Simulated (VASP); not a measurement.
# LaYO (P-6m2) in VASP: a series of runs

The runs below take LaYO through single point, relaxation of cell and atoms, with PBE.

Program: VASP 6.6.1. These are calculated values, not measurements. Logs are shortened: lines on timing, memory, paths and dates and some standing lists are left out, and cuts for length are marked.

## (1) The cell of the first run

Symmetry: P-6m2, No. 187, hexagonal system. The conventional cell has a = 4.279 Å, b = 4.279 Å, c = 4.225 Å, α = 90.00°, β = 90.00°, γ = 120.00°. La (site symmetry -6m2) has 6 O at 3.25 Å and 6 Y at 3.25 Å and 8 La at 4.23 to 4.28 Å within 4.3 Å. Within 3.3 Å of Y (site symmetry -6m2) lie 3 O at 2.47 Å and 6 La at 3.25 Å. O (site symmetry -6m2) has 3 Y at 2.47 Å and 6 La at 3.25 Å within 3.3 Å.

The cell was built from a structure type or drawn by symmetry, and may not be a known phase.

## (2) Single point, PBE

Contents of INCAR:

```
SYSTEM = LaYO
PREC = Accurate
ENCUT = 600
EDIFF = 1E-6
ISMEAR = 0
SIGMA = 0.1
LREAL = .FALSE.
LASPH = .TRUE.
NELM = 200
ALGO = Normal
ISIF = 2
LWAVE = .FALSE.
LCHARG = .FALSE.
GGA = PE
NBANDS = 21
GGA_COMPAT = .FALSE.
LMAXMIX = 6
```

Contents of KPOINTS:

```
regular mesh
0
G
  6 6 4
  0 0 0
```

Contents of POSCAR:

```
LaYO
1.0
    4.2788685900      0.0000000000      0.0000000000
   -2.1394343000      3.7056089000      0.0000000000
    0.0000000000      0.0000000000      4.2251374600
La Y O
1 1 1
Direct
    0.6666666700      0.3333333300      0.0000000000
    0.0000000000      0.0000000000      0.5000000000
    0.3333333300      0.6666666700      0.5000000000
```

Potentials or basis: VASP PAW PBE potentials, release 64 (La, Y_sv, O).

Started as:

```sh
cat potpaw_PBE.64/La/POTCAR potpaw_PBE.64/Y_sv/POTCAR potpaw_PBE.64/O/POTCAR > POTCAR
mpirun -np 1 vasp_std > vasp.out
```

OUTCAR:

```text
SYSTEM = LaYO
   PREC = Accurate
   ENCUT = 600
   EDIFF = 1E-6
   ISMEAR = 0
   LREAL = .FALSE.
   LASPH = .TRUE.
   NELM = 200
   ISIF = 2
   GGA = PE

 ion  position               nearest neighbor table
   1  0.667  0.333  0.000-   2 3.25   2 3.25   2 3.25   2 3.25   2 3.25   2 3.25
   2  0.000  0.000  0.500-   3 2.47   3 2.47   3 2.47   1 3.25   1 3.25   1 3.25   1 3.25   1 3.25
                             1 3.25
   3  0.333  0.667  0.500-   2 2.47   2 2.47   2 2.47

  LATTYP: Found a hexagonal cell.
 ALAT       =     4.2788685900
 C/A-ratio  =     0.9874426782

  Lattice vectors:

 A1 = (   4.2788685900,   0.0000000000,   0.0000000000)
 A2 = (  -2.1394343000,   3.7056089000,   0.0000000000)
 A3 = (   0.0000000000,   0.0000000000,   4.2251374600)

Analysis of symmetry for initial positions (statically):
=====================================================================
 Subroutine PRICEL returns:
 Original cell was already a primitive cell.

 Routine SETGRP: Setting up the symmetry group for a
 hexagonal supercell.

 Subroutine GETGRP returns: Found 12 space group operations
 (whereof 12 operations were pure point group operations)
 out of a pool of 24 trial point group operations.

The static configuration has the point symmetry D_3h.

Analysis of symmetry for dynamics (positions and initial velocities):
=====================================================================
 Subroutine PRICEL returns:
 Original cell was already a primitive cell.

 Routine SETGRP: Setting up the symmetry group for a
 hexagonal supercell.

 Subroutine GETGRP returns: Found 12 space group operations
 (whereof 12 operations were pure point group operations)
 out of a pool of 24 trial point group operations.

The dynamic configuration has the point symmetry D_3h.

 Subroutine INISYM returns: Found 12 space group operations
 (whereof 12 operations are pure point group operations),
 and found     1 'primitive' translations

----------------------------------------------------------------------------------------

                                     Primitive cell

  volume of cell :      66.9930

  direct lattice vectors                    reciprocal lattice vectors
     4.278868590  0.000000000  0.000000000     0.233706640  0.134930592  0.000000000
    -2.139434300  3.705608900  0.000000000     0.000000000  0.269861183  0.000000000
     0.000000000  0.000000000  4.225137460     0.000000000  0.000000000  0.236678690

  length of vectors
     4.278868590  4.278868594  4.225137460     0.269861183  0.269861183  0.236678690

  position of ions in fractional coordinates (direct lattice)
     0.666666670  0.333333330  0.000000000
     0.000000000  0.000000000  0.500000000
     0.333333330  0.666666670  0.500000000

  ion indices of the primitive-cell ions
   primitive index   ion index
                 1           1
                 2           2
                 3           3

----------------------------------------------------------------------------------------

 KPOINTS: regular mesh

Automatic generation of k-mesh.
 Grid dimensions read from file:
 generate k-points for:    6    6    4

 Generating k-lattice:

  Cartesian coordinates                     Fractional coordinates (reciprocal lattice)
     0.038951107  0.022488432  0.000000000     0.166666667  0.000000000  0.000000000
     0.000000000  0.044976864  0.000000000     0.000000000  0.166666667  0.000000000
     0.000000000  0.000000000  0.059169673     0.000000000  0.000000000  0.250000000

  Length of vectors
     0.044976864  0.044976864  0.059169673

  Shift w.r.t. Gamma in fractional coordinates (k-lattice)
     0.000000000  0.000000000  0.000000000

 Subroutine IBZKPT returns following result:
 ===========================================

 Found     21 irreducible k-points:

 Following reciprocal coordinates:
            Coordinates               Weight
  0.000000  0.000000  0.000000      1.000000
  0.166667  0.000000  0.000000      6.000000
  0.333333  0.000000  0.000000      6.000000
  0.500000  0.000000  0.000000      3.000000
  0.166667  0.166667  0.000000      6.000000
  0.333333  0.166667  0.000000     12.000000
[... 13 lines left out ...]
  0.333333  0.166667  0.500000     12.000000
  0.333333  0.333333  0.500000      2.000000
   k-points           NKPTS =     21   k-points in BZ     NKDIM =     21   number of bands    NBANDS=     21
   number of dos      NEDOS =    301   number of ions     NIONS =      3
   total plane-waves  NPLWV =  46656
   dimension x,y,z NGX =    36 NGY =   36 NGZ =   36
   dimension x,y,z NGXF=    72 NGYF=   72 NGZF=   72
   ions per type =               1   1   1
   NGX,Y,Z   is equivalent  to a cutoff of  13.99, 13.99, 14.16 a.u.
   NGXF,Y,Z  is equivalent  to a cutoff of  27.97, 27.97, 28.33 a.u.
 SYSTEM =  LaYO
   PREC   = accura    normal or accurate (medium, high low for compatibility)
   ISTART =      0    job   : 0-new  1-cont  2-samecut
   ICHARG =      2    charge: 1-file 2-atom 10-const
   ISPIN  =      1    spin polarized calculation?
   LNONCOLLINEAR =      F non collinear calculations
   LSORBIT =      F    spin-orbit coupling
   LASPH  =      T    aspherical Exc in radial PAW
   ENCUT  =  600.0 eV  44.10 Ry    6.64 a.u.   8.55  8.55  8.44*2*pi/ulx,y,z
   NELM   =    200;   NELMIN=  2; NELMDL= -5     # of ELM steps
   EDIFF  = 0.1E-05   stopping-criterion for ELM
   LREAL  =      F    real-space projection
   EDIFFG = 0.1E-04   stopping-criterion for IOM
   NSW    =      0    number of steps for IOM
   IBRION =     -1    ionic relax: 0-MD 1-quasi-New 2-CG
   NFREE  =      0    steps in history (QN), initial steepest desc. (CG)
   ISIF   =      2    stress and relaxation
   ISYM   =      2    0-nonsym 1-usesym 2-fastsym
   POTIM  = 0.5000    time-step for ionic-motion
   TEBEG  =    0.0;   TEEND  =   0.0 temperature during run
   PSTRESS=    0.0 pullay stress
   NELECT =      28.0000    total number of electrons
   NUPDOWN=      -1.0000    fix difference up-down
   EMIN   =  10.00;   EMAX   =-10.00  energy-range for DOS
   EFERMI =   0.00;   METHOD = LEGACY
   ISMEAR =     0;   SIGMA  =   0.10  broadening in eV -4-tet -1-fermi 0-gaus
   EFERMI_NEDOS =   21; number of points for ismear=-14 and -15
   IALGO  =     38    algorithm
   IMIX   =      4    mixing-type and parameters
     AMIX     =   0.40;   BMIX     =  1.00
     AMIX_MAG =   1.60;   BMIX_MAG =  1.00
  volume/ion in A,a.u.               =      22.33       150.70
  Fermi-wavevector in a.u.,A,eV,Ry     =   1.224008  2.313040 20.384200  1.498196
  Thomas-Fermi vector in A             =   2.359099
   LORBIT       =      0    0 simple, 1 ext, 2 COOP (PROOUT), +10 PAW based schemes
   GGA     = PE    functional components
   LHFCALC =     F    Hartree Fock is set to
   AEXX    =    0.0000 exact exchange contribution
   IVDW    =     0    specifies the selected vdW correction
   LEPSILON=     F    determine dielectric tensor
   LRPA    =     F    only Hartree local field effects (RPA)
 non-spin polarized calculation
 Gauss-broadening in eV      SIGMA  =   0.10
  energy-cutoff  :      600.00
  volume of cell :       66.99
 maximum number of plane-waves:      2284
 NGX is ok and might be reduce to    36
   NGX = 17   NGY = 17   NGZ = 17

 number of electron      28.0000000 magnetization

 Free energy of the ion-electron system (eV)
  ---------------------------------------------------
  ext. energy  EPLUGINS =         0.00000000
  ---------------------------------------------------
  free energy    TOTEN  =       -18.85113115 eV

  energy without entropy =      -18.82712182  energy(sigma->0) =      -18.83912648

 E-fermi :   7.1047     XC(G=0): -10.2274

 val. band max:        7.0306600675   @ k =   0.3333   0.0000   0.0000
 cond. band min:       7.1061298950   @ k =   0.3333   0.3333   0.5000
 fundamental gap:      0.0754698275
 Fermi energy:         7.1047404395

 k-point     1 :       0.0000    0.0000    0.0000
  band No.  band energies     occupation
      1     -35.7632      2.00000
      2     -26.0648      2.00000
      3     -15.8489      2.00000
      4     -15.8397      2.00000
      5     -15.8397      2.00000
      6     -11.3931      2.00000
[... 13 lines left out ...]
     20       8.7634      0.00000
     21       8.7637      0.00000

 k-point     2 :       0.1667    0.0000    0.0000
  band No.  band energies     occupation
      1     -35.7611      2.00000
      2     -26.0609      2.00000
      3     -15.8980      2.00000
      4     -15.8508      2.00000
      5     -15.8376      2.00000
      6     -11.3529      2.00000
[... 13 lines left out ...]
     20       8.7994      0.00000
     21       8.9131      0.00000

 k-point     3 :       0.3333    0.0000    0.0000
  band No.  band energies     occupation
      1     -35.7571      2.00000
      2     -26.0530      2.00000
      3     -16.0128      2.00000
      4     -15.8727      2.00000
      5     -15.8149      2.00000
      6     -11.2510      2.00000
[... 13 lines left out ...]
     20       8.8524      0.00000
     21       8.8819      0.00000

 k-point     4 :       0.5000    0.0000    0.0000
  band No.  band energies     occupation
      1     -35.7550      2.00000
      2     -26.0490      2.00000
      3     -16.0693      2.00000
      4     -15.8835      2.00000
      5     -15.8034      2.00000
      6     -11.1861      2.00000
[... 13 lines left out ...]
     20       8.8695      0.00000
     21       8.9191      0.00000

 k-point     5 :       0.1667    0.1667    0.0000
  band No.  band energies     occupation
      1     -35.7581      2.00000
      2     -26.0550      2.00000
      3     -15.9874      2.00000
      4     -15.8644      2.00000
      5     -15.8206      2.00000
      6     -11.2742      2.00000
[... 13 lines left out ...]
     20       8.8498      0.00000
     21       8.8895      0.00000
[... 310 lines left out ...]
     20       8.7496      0.00000
     21       8.8213      0.00000

 k-point    19 :       0.1667    0.1667    0.5000
  band No.  band energies     occupation
      1     -35.7543      2.00000
      2     -26.0413      2.00000
      3     -16.0042      2.00000
      4     -15.8817      2.00000
      5     -15.8559      2.00000
      6     -11.2424      2.00000
[... 13 lines left out ...]
     20       8.8119      0.00000
     21       8.9238      0.00000

 k-point    20 :       0.3333    0.1667    0.5000
  band No.  band energies     occupation
      1     -35.7517      2.00000
      2     -26.0283      2.00000
      3     -16.0884      2.00000
      4     -15.9083      2.00000
      5     -15.8919      2.00000
      6     -11.0521      2.00000
[... 13 lines left out ...]
     20       8.7508      0.00000
     21       8.9185      0.00000

 k-point    21 :       0.3333    0.3333    0.5000
  band No.  band energies     occupation
      1     -35.7508      2.00000
      2     -26.0240      2.00000
      3     -16.0713      2.00000
      4     -15.9507      2.00000
      5     -15.9166      2.00000
      6     -11.0019      2.00000
[... 13 lines left out ...]
     20       8.9209      0.00000
     21       9.0108      0.00000

------------------------ aborting loop because EDIFF is reached ----------------------------------------

  FORCE on cell =-STRESS in cart. coord.  units (eV):
  Direction    XX          YY          ZZ          XY          YZ          ZX
  --------------------------------------------------------------------------------------
  -------------------------------------------------------------------------------------
  Total       -1.8947312     -1.8947312      3.3858835      0.0000000     -0.0000000      0.0000000
  in kB      -45.3136264    -45.3136264     80.9754214      0.0000001     -0.0000000      0.0000000
  external PRESSURE =      -3.2172771 kB  Pullay stress =       0.0000000 kB

 VOLUME and BASIS-vectors are now :
 -----------------------------------------------------------------------------
  energy-cutoff  :      600.00
  volume of cell :       66.99
      direct lattice vectors                 reciprocal lattice vectors
     4.278868590  0.000000000  0.000000000     0.233706640  0.134930592  0.000000000
    -2.139434300  3.705608900  0.000000000     0.000000000  0.269861183  0.000000000
     0.000000000  0.000000000  4.225137460     0.000000000  0.000000000  0.236678690

 POSITION                                       TOTAL-FORCE (eV/Angst)
 -----------------------------------------------------------------------------------
      2.13943      1.23520      0.00000        -0.000000      0.000000      0.000000
      0.00000      0.00000      2.11257         0.000000      0.000000      0.000000
     -0.00000      2.47041      2.11257        -0.000000      0.000000      0.000000
 -----------------------------------------------------------------------------------
    total drift:                               -0.000002      0.000001      0.000000

  FREE ENERGIE OF THE ION-ELECTRON SYSTEM (eV)
  ---------------------------------------------------
  free  energy   TOTEN  =       -18.8511311492 eV

  energy  without entropy=      -18.8271218200  energy(sigma->0) =      -18.83912648
```

It took 37 s on 1 thread of Intel Xeon 6975P-C (Granite Rapids), shared host; peak memory 0.24 GiB.

What came out:

```yaml
Free_energy: -18.8511 eV
Pressure: -0.3 GPa
Band_gap_on_the_k_mesh: zero (bands 14 and 15 overlap by 0.80 eV)
```

Levels at points of the mesh, in eV from the Fermi level:
| k point | band 11 | band 12 | band 13 | band 14 | band 15 | band 16 | band 17 | band 18 |
| --- | --- | --- | --- | --- | --- | --- | --- | --- |
| (0.00, 0.00, 0.00) | -4.83 | -3.71 | -2.95 | -1.77 | 0.35 | 0.35 | 1.13 | 1.13 |
| (0.50, 0.00, 0.00) | -4.27 | -4.18 | -2.05 | -0.61 | -0.20 | 1.18 | 1.30 | 1.47 |
| (0.00, 0.00, 0.50) | -5.01 | -4.64 | -0.78 | -0.78 | -0.29 | 0.83 | 1.14 | 1.14 |
| (0.50, 0.00, 0.50) | -4.58 | -4.30 | -0.22 | 0.08 | 0.79 | 0.86 | 1.05 | 1.50 |

Caveat: the k points lie up to 0.37 Å⁻¹ apart, too coarse for converged energies and pressures of a metal; spin-orbit coupling is left out, which moves the levels of the heavy elements.

## (3) Single point, PBE

This run uses another cell than the first one, of 28.53 Å³/atom.

Contents of INCAR:

```
  ALGO = Normal
  EDIFF = 1E-6
  ENCUT = 600
  GGA = PE
  GGA_COMPAT = F
  ISIF = 2
  ISMEAR = 0
  LASPH = T
  LCHARG = F
  LMAXMIX = 6
  LREAL = F
  LWAVE = F
  NBANDS = 21
  NELM = 200
  PREC = Accurate
  SIGMA = 0.1
```

Contents of KPOINTS:

```
k-points
0
Gamma
  12 12 12
```

Contents of POSCAR:

```
LaYO
1.0
    3.7332344357      0.0000000025      0.0000000000
   -1.8666172200      3.2330758583      0.0000000000
    0.0000000000      0.0000000000      7.0909859952
La Y O
1 1 1
Direct
    0.6666666667      0.3333333333      0.0000000000
    0.0000000000      0.0000000000      0.5000000000
    0.3333333333      0.6666666667      0.5000000000
```

Potentials or basis: VASP PAW PBE potentials, release 64 (La, Y_sv, O).

Started as:

```sh
cat potpaw_PBE.64/La/POTCAR potpaw_PBE.64/Y_sv/POTCAR potpaw_PBE.64/O/POTCAR > POTCAR
mpirun -np 1 vasp_std > vasp.out
```

Wall time 3.9 min (1 thread of Intel Xeon 6975P-C (Granite Rapids), shared host); peak memory 0.53 GiB.

Results (log left out):

```
Free energy            : -21.1357 eV
Pressure               : -0.1 GPa
Band gap on the k mesh : zero (bands 14 and 15 overlap by 0.22 eV)
```

Levels at points of the mesh, in eV from the Fermi level:
| k point | band 12 | band 13 | band 14 | band 15 | band 16 | band 17 |
| --- | --- | --- | --- | --- | --- | --- |
| (0.00, 0.00, 0.00) | -4.51 | -3.00 | -0.87 | 1.05 | 1.09 | 1.48 |
| (0.50, 0.00, 0.00) | -4.43 | -1.36 | -0.35 | 0.17 | 0.89 | 1.23 |
| (0.00, 0.00, 0.50) | -4.71 | -2.02 | -1.20 | 0.42 | 1.07 | 1.18 |
| (0.50, 0.00, 0.50) | -4.43 | -1.20 | -1.15 | 0.46 | 0.90 | 1.24 |

Caveat: spin-orbit coupling is left out, which moves the levels of the heavy elements.

## (4) Relaxation of cell and atoms, PBE

Contents of INCAR:

```
SYSTEM = LaYO
PREC     = Accurate       ! precision mode
ENCUT    = 600            ! plane-wave cutoff, eV
EDIFF    = 1E-7           ! SCF threshold, eV
ISMEAR   = 0              ! smearing method
SIGMA    = 0.1            ! smearing width, eV
LREAL    = .False.        ! projectors in reciprocal space
LASPH    = .True.         ! aspherical terms in the spheres
NELM     = 200            ! most SCF steps
ALGO     = Normal         ! electronic algorithm
ISIF     = 3              ! what is computed and relaxed
LWAVE    = .False.        ! write WAVECAR
LCHARG   = .False.        ! write CHGCAR
GGA      = PE             ! functional
IBRION   = 2              ! ionic algorithm
NSW      = 100            ! ionic steps
EDIFFG   = -0.01          ! ionic threshold
GGA_COMPAT= .False.      
NELMIN   = 4            
LMAXMIX  = 6              ! l up to which the mixer works
```

Contents of KPOINTS:

```
regular mesh
0
Gamma
  12 12 12
  0 0 0
```

Contents of POSCAR:

```
LaYO
1.0
    4.2788685900      0.0000000000      0.0000000000
   -2.1394343000      3.7056089000      0.0000000000
    0.0000000000      0.0000000000      4.2251374600
La Y O
1 1 1
Direct
    0.6666666700      0.3333333300      0.0000000000
    0.0000000000      0.0000000000      0.5000000000
    0.3333333300      0.6666666700      0.5000000000
```

Started as:

```sh
cat potpaw_PBE.64/La/POTCAR potpaw_PBE.64/Y_sv/POTCAR potpaw_PBE.64/O/POTCAR > POTCAR
mpirun -np 1 vasp_std > vasp.out
```

It took 38 min on 1 thread of Intel Xeon 6975P-C (Granite Rapids), shared host; peak memory 0.45 GiB.

It converged, with:

```
Free energy                           : -20.7744 eV
Relaxed volume                        : 25.67 Å³/atom
Relaxed cell                          : a = 3.758 Å, b = 3.758 Å, c = 6.295 Å, α = 90.00°, β = 90.00°, γ = 120.00°
Space group after relaxing (to 0.1 Å) : P-6m2 (No. 187)
Pressure after relaxing               : 0.0 GPa
Band gap on the k mesh                : zero (bands 14 and 15 overlap by 0.18 eV)
```

Final structure:
```cif
data_structure
_symmetry_space_group_name_H-M 'P 1'
_symmetry_Int_Tables_number 1
_cell_length_a 3.7584
_cell_length_b 3.7584
_cell_length_c 6.2948
_cell_angle_alpha 90.000
_cell_angle_beta 90.000
_cell_angle_gamma 120.000
_cell_volume 77.01
loop_
_atom_site_label
_atom_site_type_symbol
_atom_site_fract_x
_atom_site_fract_y
_atom_site_fract_z
_atom_site_occupancy
La1 La 0.66667 0.33333 0.00000 1
Y1 Y 0.00000 0.00000 0.50000 1
O1 O 0.33333 0.66667 0.50000 1
```

Levels at points of the mesh, in eV from the Fermi level:
```tsv
k point	band 10	band 11	band 12	band 13	band 14	band 15	band 16	band 17	band 18
(0.00, 0.00, 0.00)	-5.69	-5.69	-4.42	-3.03	-0.78	1.16	1.32	1.51	1.51
(0.50, 0.00, 0.00)	-5.48	-5.00	-4.38	-1.46	-0.07	0.09	0.99	1.28	1.40
(0.00, 0.00, 0.50)	-5.69	-5.69	-4.73	-1.76	-0.68	0.96	1.11	1.25	1.32
(0.50, 0.00, 0.50)	-5.42	-4.94	-4.39	-1.31	-1.10	0.38	1.06	1.28	1.48
```

Caveat: a cell axis changed by over 15 % at a fixed basis, so the end point is rough; spin-orbit coupling is left out, which moves the levels of the heavy elements.

## (5) Summary

| task | cell | k mesh | gap on the mesh (eV) | pressure (GPa) |
| --- | --- | --- | --- | --- |
| single point | a = 4.279, b = 4.279, c = 4.225 Å, angles 90.0, 90.0, 120.0°, 3 atoms | 6 × 6 × 4 | none | -0.3 |
| single point | a = 3.733, b = 3.733, c = 7.091 Å, angles 90.0, 90.0, 120.0°, 3 atoms | 12 × 12 × 12 | none | -0.1 |
| relaxation of cell and atoms | relaxed from a = 4.279, b = 4.279, c = 4.225 Å, angles 90.0, 90.0, 120.0°, 3 atoms | 12 × 12 × 12 | none | 0.0 |

Alike in all rows: level PBE; potentials or basis VASP PAW PBE potentials, release 64 (La, Y_sv, O); no spin polarisation; cutoff (eV) 600; smearing gaussian 0.1 eV.

Caveats: some runs use coarse meshes; spin-orbit coupling is left out, which moves the levels of the heavy elements; a cell axis changed by over 15 % at a fixed basis, so the end point is rough (at least some runs).

Total energies depend on the potentials used, so only differences within one code and one set of settings carry meaning.
